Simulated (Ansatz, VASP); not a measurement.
# Two plane-wave programs on InSe

File INCAR:

```
PREC = Accurate
ENCUT = 520
EDIFF = 1E-6
ISMEAR = 0
SIGMA = 0.02
LREAL = F
LASPH = T
NELM = 100
ALGO = Normal
ISIF = 2
LWAVE = F
LCHARG = T
GGA = PS
LELF = T
LVHAR = T
NBANDS = 27
```

The input KPOINTS:

```
Automatic mesh
0
Gamma
  8 8 6
```

File POSCAR:

```
InSe
1.0
    5.8745997985     -2.0553094408     -0.0053852392
    5.8745997985      2.0553094408     -0.0053852392
   -1.6050952265      0.0000000000      4.2720320490
In Se
2 2
Direct
    0.8858004616      0.8858004616      0.0290623419
    0.1141995384      0.1141995384      0.9709376581
    0.6547072583      0.6547072583      0.6374291183
    0.3452927417      0.3452927417      0.3625708817
```

Input for Ansatz:

```yaml
crystal:
  lattice:
    - [5.8745997985, -2.0553094408, -0.0053852392]
    - [5.8745997985, 2.0553094408, -0.0053852392]
    - [-1.6050952265, 0.0, 4.272032049]
  atoms:
    - { symbol: In, position: [0.8858004616, 0.8858004616, 0.0290623419] }
    - { symbol: In, position: [0.1141995384, 0.1141995384, 0.9709376581] }
    - { symbol: Se, position: [0.6547072583, 0.6547072583, 0.6374291183] }
    - { symbol: Se, position: [0.3452927417, 0.3452927417, 0.3625708817] }
basis:
  ecutwfc: 420
kpoints:
  mp_grid: { grid: [8, 8, 6] }
hamiltonian:
  xc: pbesol
scf:
  occupations: { method: gaussian, width: 0.02 }
output:
  eigenvalues: true
  states_by_energy: {}
checkpoint:
  read: start.run
  write: ck
  compress: false
  write_wavefunctions: false
  write_every: 100000
```

Alike in both runs: task single point; functional PBEsol; k mesh 8 × 8 × 6; occupations gaussian, width 0.02 eV; no spin polarisation.

|  | VASP | Ansatz |
| --- | --- | --- |
| version | VASP 6.6.1 | Ansatz 0.2.0 |
| potentials or method | VASP PAW PBE potentials, release 64 (In_d, Se), cutoff 520 eV | scalar-relativistic, plane waves, PAW |
| valence electrons in the cell | 38 | 58 |

```tsv
	VASP	Ansatz	Ansatz less VASP
gap on the k mesh at the Fermi level (eV)	0.69	0.69	+0.005
least direct gap on the mesh (eV)	1.04	1.05	+0.007
```

VASP's potentials were made for PBE, not for PBEsol. VASP's potentials hold 38 valence electrons a cell and Ansatz's 58, so a difference there can come from the potentials and not from the codes.
